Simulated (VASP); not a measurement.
# SnO2 (Pm) in VASP: single point with PBEsol

Aim: the single point of SnO2 with PBEsol.

All numbers are computed with VASP 6.6.1; they aren't measurements. Logs are shortened: lines on timing, memory, paths and dates and some standing lists are left out, and cuts for length are marked.

### 1 The cell of the first run

Symmetry: Pm, No. 6, monoclinic system. The conventional cell has a = 4.788 Å, b = 3.241 Å, c = 4.867 Å, α = 90.00°, β = 90.00°, γ = 90.00°. Sn (site symmetry m) has 6 O at 2.09 to 2.19 Å within 2.8 Å. Within 2.7 Å of Sn (site symmetry m) lie 6 O at 2.03 to 2.10 Å. Within 2.8 Å of O (site symmetry m) lie 3 Sn at 2.09 to 2.10 Å and 1 O at 2.65 Å. O (site symmetry m) has 3 Sn at 2.03 to 2.19 Å and 1 O at 2.55 Å within 2.7 Å. Within 2.8 Å of O (site symmetry m) lie 3 Sn at 2.09 to 2.10 Å and 1 O at 2.55 Å. Within 2.8 Å of O (site symmetry m) lie 3 Sn at 2.09 to 2.10 Å and 1 O at 2.65 Å.

### 2 Single point, PBEsol

INCAR reads:

```
PREC = Accurate
ENCUT = 520
EDIFF = 1E-6
ISMEAR = 0
SIGMA = 0.05
LREAL = False
LASPH = True
NELM = 80
ALGO = Normal
ISIF = 2
LWAVE = False
LCHARG = True
GGA = PS
LELF = True
LVHAR = True
NBANDS = 35
```

KPOINTS reads:

```
Automatic mesh
0
Gamma
  6 6 8
```

POSCAR reads:

```
SnO2
1.0
    4.7880040000      0.0000000000      0.0000000000
    0.0000000000      4.8665820000      0.0000000000
    0.0000000000      0.0000000000      3.2408980000
Sn O
2 4
Direct
    0.5000000000      0.5000000000      0.5000000000
    0.0000000000      0.0000000000      0.0000000000
    0.2918550000      0.3210420000      0.0000000000
    0.8086793303      0.1667825565      0.4999788472
    0.2081450000      0.8210420000      0.5000000000
    0.7081450000      0.6789580000      0.0000000000
```

Potentials or basis: VASP PAW PBE potentials, release 64 (Sn_d, O).

Launch:

```console
$ cat potpaw_PBE.64/Sn_d/POTCAR potpaw_PBE.64/O/POTCAR > POTCAR
$ mpirun -np 1 vasp_std > vasp.out
```

OUTCAR:

```text
PREC = Accurate
   ENCUT = 520
   EDIFF = 1E-6
   ISMEAR = 0
   LREAL = False
   LASPH = True
   NELM = 80
   ISIF = 2
   GGA = PS

 ion  position               nearest neighbor table
   1  0.500  0.500  0.500-   3 2.09   6 2.09   3 2.09   6 2.09   5 2.10   4 2.19
   2  0.000  0.000  0.000-   4 2.03   4 2.03   5 2.09   5 2.09   3 2.10   6 2.10
   3  0.292  0.321  0.000-   1 2.09   1 2.09   2 2.10
   4  0.809  0.167  0.500-   2 2.03   2 2.03   1 2.19
   5  0.208  0.821  0.500-   2 2.09   2 2.09   1 2.10
   6  0.708  0.679  0.000-   1 2.09   1 2.09   2 2.10

  LATTYP: Found a simple orthorhombic cell.
 ALAT       =     3.2408980000
 B/A-ratio  =     1.4773695439
 C/A-ratio  =     1.5016152930

  Lattice vectors:

 A1 = (   0.0000000000,   0.0000000000,   3.2408980000)
 A2 = (   4.7880040000,   0.0000000000,   0.0000000000)
 A3 = (   0.0000000000,   4.8665820000,   0.0000000000)

Analysis of symmetry for initial positions (statically):
=====================================================================
 Subroutine PRICEL returns:
 Original cell was already a primitive cell.

 Routine SETGRP: Setting up the symmetry group for a
 simple orthorhombic supercell.

 Subroutine GETGRP returns: Found  1 space group operations
 (whereof  1 operations were pure point group operations)
 out of a pool of  8 trial point group operations.

The static configuration has the point symmetry C_1 .

Analysis of symmetry for dynamics (positions and initial velocities):
=====================================================================
 Subroutine PRICEL returns:
 Original cell was already a primitive cell.

 Routine SETGRP: Setting up the symmetry group for a
 simple orthorhombic supercell.

 Subroutine GETGRP returns: Found  1 space group operations
 (whereof  1 operations were pure point group operations)
 out of a pool of  8 trial point group operations.

The dynamic configuration has the point symmetry C_1 .

 Subroutine INISYM returns: Found  1 space group operations
 (whereof  1 operations are pure point group operations),
 and found     1 'primitive' translations

----------------------------------------------------------------------------------------

                                     Primitive cell

  volume of cell :      75.5169

  direct lattice vectors                    reciprocal lattice vectors
     4.788004000  0.000000000  0.000000000     0.208855298  0.000000000  0.000000000
     0.000000000  4.866582000  0.000000000     0.000000000  0.205483027  0.000000000
     0.000000000  0.000000000  3.240898000     0.000000000  0.000000000  0.308556456

  length of vectors
     4.788004000  4.866582000  3.240898000     0.208855298  0.205483027  0.308556456

  position of ions in fractional coordinates (direct lattice)
     0.500000000  0.500000000  0.500000000
     0.000000000  0.000000000  0.000000000
     0.291855000  0.321042000  0.000000000
     0.808679330  0.166782557  0.499978847
     0.208145000  0.821042000  0.500000000
     0.708145000  0.678958000  0.000000000

  ion indices of the primitive-cell ions
   primitive index   ion index
                 1           1
                 2           2
                 3           3
                 4           4
                 5           5
                 6           6

----------------------------------------------------------------------------------------

 KPOINTS: Automatic mesh

Automatic generation of k-mesh.
 Grid dimensions read from file:
 generate k-points for:    6    6    8

 Generating k-lattice:

  Cartesian coordinates                     Fractional coordinates (reciprocal lattice)
     0.034809216  0.000000000  0.000000000     0.166666667  0.000000000  0.000000000
     0.000000000  0.034247171  0.000000000     0.000000000  0.166666667  0.000000000
     0.000000000  0.000000000  0.038569557     0.000000000  0.000000000  0.125000000

  Length of vectors
     0.034809216  0.034247171  0.038569557

  Shift w.r.t. Gamma in fractional coordinates (k-lattice)
     0.000000000  0.000000000  0.000000000

 Subroutine IBZKPT returns following result:
 ===========================================

 Found    148 irreducible k-points:

 Following reciprocal coordinates:
            Coordinates               Weight
  0.000000  0.000000  0.000000      1.000000
  0.166667  0.000000  0.000000      2.000000
  0.333333  0.000000  0.000000      2.000000
  0.500000  0.000000  0.000000      1.000000
  0.000000  0.166667  0.000000      2.000000
  0.166667  0.166667  0.000000      2.000000
[... 16 lines left out ...]
 -0.166667  0.000000  0.125000      2.000000
  0.333333  0.000000  0.125000      2.000000
 [... further k-points ...]
   k-points           NKPTS =    148   k-points in BZ     NKDIM =    148   number of bands    NBANDS=     35
   number of dos      NEDOS =    301   number of ions     NIONS =      6
   total plane-waves  NPLWV =  31104
   dimension x,y,z NGX =    36 NGY =   36 NGZ =   24
   dimension x,y,z NGXF=    72 NGYF=   72 NGZF=   48
   ions per type =               2   4
   NGX,Y,Z   is equivalent  to a cutoff of  12.50, 12.30, 12.31 a.u.
   NGXF,Y,Z  is equivalent  to a cutoff of  25.00, 24.60, 24.62 a.u.
 SYSTEM =  unknown system
   PREC   = accura    normal or accurate (medium, high low for compatibility)
   ISTART =      0    job   : 0-new  1-cont  2-samecut
   ICHARG =      2    charge: 1-file 2-atom 10-const
   ISPIN  =      1    spin polarized calculation?
   LNONCOLLINEAR =      F non collinear calculations
   LSORBIT =      F    spin-orbit coupling
   LASPH  =      T    aspherical Exc in radial PAW
   ENCUT  =  520.0 eV  38.22 Ry    6.18 a.u.   8.90  9.05  6.03*2*pi/ulx,y,z
   NELM   =     80;   NELMIN=  2; NELMDL= -5     # of ELM steps
   EDIFF  = 0.1E-05   stopping-criterion for ELM
   LREAL  =      F    real-space projection
   EDIFFG = 0.1E-04   stopping-criterion for IOM
   NSW    =      0    number of steps for IOM
   IBRION =     -1    ionic relax: 0-MD 1-quasi-New 2-CG
   NFREE  =      0    steps in history (QN), initial steepest desc. (CG)
   ISIF   =      2    stress and relaxation
   ISYM   =      2    0-nonsym 1-usesym 2-fastsym
   POTIM  = 0.5000    time-step for ionic-motion
   TEBEG  =    0.0;   TEEND  =   0.0 temperature during run
   PSTRESS=    0.0 pullay stress
   NELECT =      52.0000    total number of electrons
   NUPDOWN=      -1.0000    fix difference up-down
   EMIN   =  10.00;   EMAX   =-10.00  energy-range for DOS
   EFERMI =   0.00;   METHOD = LEGACY
   ISMEAR =     0;   SIGMA  =   0.05  broadening in eV -4-tet -1-fermi 0-gaus
   EFERMI_NEDOS =   21; number of points for ismear=-14 and -15
   IALGO  =     38    algorithm
   IMIX   =      4    mixing-type and parameters
     AMIX     =   0.40;   BMIX     =  1.00
     AMIX_MAG =   1.60;   BMIX_MAG =  1.00
  volume/ion in A,a.u.               =      12.59        84.94
  Fermi-wavevector in a.u.,A,eV,Ry     =   1.445644  2.731871 28.434627  2.089886
  Thomas-Fermi vector in A             =   2.563802
   LORBIT       =      0    0 simple, 1 ext, 2 COOP (PROOUT), +10 PAW based schemes
   GGA     = PS    functional components
   LHFCALC =     F    Hartree Fock is set to
   AEXX    =    0.0000 exact exchange contribution
   IVDW    =     0    specifies the selected vdW correction
   LEPSILON=     F    determine dielectric tensor
   LRPA    =     F    only Hartree local field effects (RPA)
 non-spin polarized calculation
 Gauss-broadening in eV      SIGMA  =   0.05
  energy-cutoff  :      520.00
  volume of cell :       75.52
 maximum number of plane-waves:      2064
   NGX = 17   NGY = 19   NGZ = 13

 number of electron      51.9999998 magnetization

 Free energy of the ion-electron system (eV)
  ---------------------------------------------------
  ext. energy  EPLUGINS =         0.00000000
  ---------------------------------------------------
  free energy    TOTEN  =       -39.53437086 eV

  energy without entropy =      -39.53437086  energy(sigma->0) =      -39.53437086

 E-fermi :   5.6086     XC(G=0): -11.2453

 val. band max:        5.3043448239   @ k =   0.0000   0.0000   0.0000
 cond. band min:       6.0580599402   @ k =   0.0000   0.0000   0.0000
 fundamental gap:      0.7537151163
 Fermi energy:         5.6086493732

 k-point     1 :       0.0000    0.0000    0.0000
  band No.  band energies     occupation
      1     -15.5521      2.00000
      2     -14.9320      2.00000
      3     -14.7103      2.00000
      4     -14.6918      2.00000
      5     -14.6017      2.00000
      6     -14.6003      2.00000
[... 27 lines left out ...]
     34      16.9027      0.00000
     35      17.3137      0.00000

 k-point     2 :       0.1667    0.0000    0.0000
  band No.  band energies     occupation
      1     -15.5158      2.00000
      2     -14.9691      2.00000
      3     -14.7095      2.00000
      4     -14.6984      2.00000
      5     -14.5992      2.00000
      6     -14.5970      2.00000
[... 27 lines left out ...]
     34      16.9497      0.00000
     35      17.3356      0.00000

 k-point     3 :       0.3333    0.0000    0.0000
  band No.  band energies     occupation
      1     -15.4115      2.00000
      2     -15.0880      2.00000
      3     -14.7116      2.00000
      4     -14.7080      2.00000
      5     -14.5940      2.00000
      6     -14.5901      2.00000
[... 27 lines left out ...]
     34      17.3107      0.00000
     35      17.5477      0.00000

 k-point     4 :       0.5000    0.0000    0.0000
  band No.  band energies     occupation
      1     -15.2587      2.00000
      2     -15.2534      2.00000
      3     -14.7172      2.00000
      4     -14.7072      2.00000
      5     -14.5981      2.00000
      6     -14.5911      2.00000
[... 27 lines left out ...]
     34      17.4609      0.00000
     35      17.7615      0.00000

 k-point     5 :       0.0000    0.1667    0.0000
  band No.  band energies     occupation
      1     -15.5161      2.00000
      2     -14.9696      2.00000
      3     -14.7095      2.00000
      4     -14.6985      2.00000
      5     -14.5993      2.00000
      6     -14.5969      2.00000
[... 638 lines left out ...]
 k-point    22 :       0.1667    0.0000    0.1250
  band No.  band energies     occupation
      1     -15.4490      2.00000
      2     -14.9176      2.00000
      3     -14.8236      2.00000
      4     -14.7395      2.00000
      5     -14.6559      2.00000
      6     -14.5959      2.00000
[... 27 lines left out ...]
     34      16.9959      0.00000
     35      17.2363      0.00000

 k-point    23 :      -0.1667    0.0000    0.1250
  band No.  band energies     occupation
      1     -15.4490      2.00000
      2     -14.9176      2.00000
      3     -14.8236      2.00000
      4     -14.7395      2.00000
      5     -14.6559      2.00000
      6     -14.5959      2.00000
[... 27 lines left out ...]
     34      16.9960      0.00000
     35      17.2363      0.00000

 k-point    24 :       0.3333    0.0000    0.1250
  band No.  band energies     occupation
      1     -15.3554      2.00000
      2     -15.0525      2.00000
      3     -14.8213      2.00000
      4     -14.7508      2.00000
      5     -14.6448      2.00000
      6     -14.5912      2.00000
[... 27 lines left out ...]
     34      17.3647      0.00000
     35      17.5018      0.00000

 [... further k-points ...]
[... 5 lines left out ...]
  --------------------------------------------------------------------------------------
  -------------------------------------------------------------------------------------
  Total       -1.8439189     -2.2738697     -2.1803133     -0.0788865      0.0004091     -0.0005455
  in kB      -39.1208677    -48.2427700    -46.2578632     -1.6736689      0.0086793     -0.0115732
  external PRESSURE =     -44.5405003 kB  Pullay stress =       0.0000000 kB

 VOLUME and BASIS-vectors are now :
 -----------------------------------------------------------------------------
  energy-cutoff  :      520.00
  volume of cell :       75.52
      direct lattice vectors                 reciprocal lattice vectors
     4.788004000  0.000000000  0.000000000     0.208855298  0.000000000  0.000000000
     0.000000000  4.866582000  0.000000000     0.000000000  0.205483027  0.000000000
     0.000000000  0.000000000  3.240898000     0.000000000  0.000000000  0.308556456

 POSITION                                       TOTAL-FORCE (eV/Angst)
 -----------------------------------------------------------------------------------
      2.39400      2.43329      1.62045         0.149182     -0.148170     -0.000048
      0.00000      0.00000      0.00000         0.626752     -0.564895     -0.000866
      1.39740      1.56238      0.00000         0.360462      0.011893     -0.000109
      3.87196      0.81166      1.62038        -1.243059      1.264034      0.001091
      0.99660      3.99567      1.62045         0.255702     -0.342118      0.000042
      3.39060      3.30420      0.00000        -0.149039     -0.220744     -0.000110
 -----------------------------------------------------------------------------------
    total drift:                               -0.000266      0.000337      0.000009

  FREE ENERGIE OF THE ION-ELECTRON SYSTEM (eV)
  ---------------------------------------------------
  free  energy   TOTEN  =       -39.5343708613 eV

  energy  without entropy=      -39.5343708613  energy(sigma->0) =      -39.53437086
```

Wall time 2 min (1 thread of Intel Xeon 6975P-C (Granite Rapids), shared host); peak memory 0.39 GiB.

What came out:

| Property | Result |
| --- | --- |
| Free energy | -39.5344 eV |
| Pressure | -4.5 GPa |
| Largest force | 1.773 eV/Å |
| Band gap on the k mesh | 0.75 eV |

Forces on the atoms (eV/Å):
```
Sn   0.149 -0.148  0.000
Sn   0.627 -0.565 -0.001
O    0.360  0.012  0.000
O   -1.243  1.264  0.001
O    0.256 -0.342  0.000
O   -0.149 -0.221  0.000
```

Stress tensor (GPa, compression positive):
```
-3.91 -0.17  0.00
-0.17 -4.82  0.00
 0.00  0.00 -4.63
```

Caveat: the cell stands under tension; semilocal functionals underestimate gaps, and a narrow one can read as zero; the PAW data sets were made with another functional, which shifts forces and pressure a little; spin-orbit coupling is left out, which moves the levels of the heavy elements.
